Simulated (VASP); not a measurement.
Set up this calculation in VASP 6.6.1, as the native input.

* Task: single point
* Functional: PBE
* Potentials or basis: VASP PAW PBE potentials, release 64 (Zr_sv, B)
* Cutoff: 520 eV
* k mesh: 6 × 6 × 2
* Occupations: gaussian, width 0.1 eV
* Spin: no spin polarisation
* Dipole correction: no
* Further INCAR settings: ALGO = Normal; EDIFF = 1e-06; NBANDS = 36

The structure of Zr2B lies in POSCAR:

```
Zr2B
1.0
    3.4147036639      0.0000000000      0.0000000000
    0.0000000000      3.4147036639      0.0000000000
    0.0000000000      0.0000000000     11.7853830583
Zr B
4 2
Direct
    0.0000000000      0.5000000000      0.8663963774
    0.5000000000      0.0000000000      0.3663963774
    0.5000000000      0.0000000000      0.6336036226
    0.0000000000      0.5000000000      0.1336036226
    0.0000000000      0.0000000000      0.7500000000
    0.0000000000      0.0000000000      0.2500000000
```

The cell was generated, and may not be a known phase.

The input as run:

INCAR

```
SYSTEM = Zr2B
PREC = Accurate
ENCUT = 520
EDIFF = 1E-6
ISMEAR = 0
SIGMA = 0.1
LREAL = .FALSE.
LASPH = .TRUE.
NELM = 60
ALGO = Normal
ISIF = 2
LWAVE = .FALSE.
LCHARG = .FALSE.
GGA = PE
NBANDS = 36
```

KPOINTS

```
Automatic mesh
0
G
  6 6 2
  0 0 0
```

Potentials or basis: VASP PAW PBE potentials, release 64 (Zr_sv, B).

The run is started by

```sh
$ cat potpaw_PBE.64/Zr_sv/POTCAR potpaw_PBE.64/B/POTCAR > POTCAR
$ mpirun -np 1 vasp_std > vasp.out
```

It gave:

The pressure is -0.1 GPa, the largest force is 0.005 eV/Å and the band gap on the k mesh is zero (bands 27 and 28 overlap by 1.53 eV).

It took 46 s on 1 thread of Intel(R) Xeon(R) 6975P-C (Granite Rapids), with other jobs on the host, peak memory 0.28 GiB.
